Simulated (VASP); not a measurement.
Si2W: single point with r2SCAN

Crystal: Si2W.

```xyz
3
Lattice="-1.6280 1.6280 3.9665 1.6280 -1.6280 3.9665 1.6280 1.6280 -3.9665" Properties=species:S:1:pos:R:3 pbc="T T T"
W     0.0000    0.0000    0.0000
Si    0.0000    0.0000    5.2778
Si    0.0000    0.0000    2.6552
```

- Program: VASP 6.6.1
- Task: single point
- Functional: r2SCAN
- Potentials or basis: VASP PAW PBE potentials, release 64 (W_sv, Si)
- Cutoff: 520 eV
- k mesh: 12 × 12 × 12
- Occupations: fermi-dirac, width 0.05 eV
- Spin: no spin polarisation
- Dipole correction: no
- Further INCAR settings: ALGO = Normal; EDIFF = 1e-06; NBANDS = 18

* Pressure: -9.4 GPa
* Largest force: 0.126 eV/Å
* Band gap on the k mesh: zero (bands 11 and 12 overlap by 1.27 eV)

Forces on the atoms (eV/Å):
```
W    0.000  0.000  0.000
Si   0.000  0.000 -0.126
Si   0.000  0.000  0.126
```

Stress tensor (GPa, compression positive):
```
 -8.49   0.00   0.00
  0.00  -8.49   0.00
  0.00   0.00 -11.09
```

Levels at points of the mesh, in eV from the Fermi level:
```
           k point  band 8  band 9  band 10  band 11  band 12  band 13  band 14  band 15
(0.00, 0.00, 0.00)   -3.19   -2.92    -2.92     0.57     2.75     3.09     3.09     3.35
(0.50, 0.00, 0.00)   -5.08   -2.86    -2.73    -0.44     2.82     2.85     4.06     4.44
(0.50, 0.50, 0.00)   -5.71   -5.15    -3.30    -1.98     2.84     3.09     3.21     3.99
(0.50, 0.50, 0.50)   -2.56   -0.95    -0.95    -0.51    -0.51     0.74     4.68     5.02
```

It took 3.9 min on 1 thread of Intel(R) Xeon(R) 6975P-C (Granite Rapids), on a shared host, peak memory 0.29 GiB.

Caveat: the cell stands under tension; the PAW data sets were made with another functional, which shifts forces and pressure a little; spin-orbit coupling is left out, which moves the levels of the heavy elements.
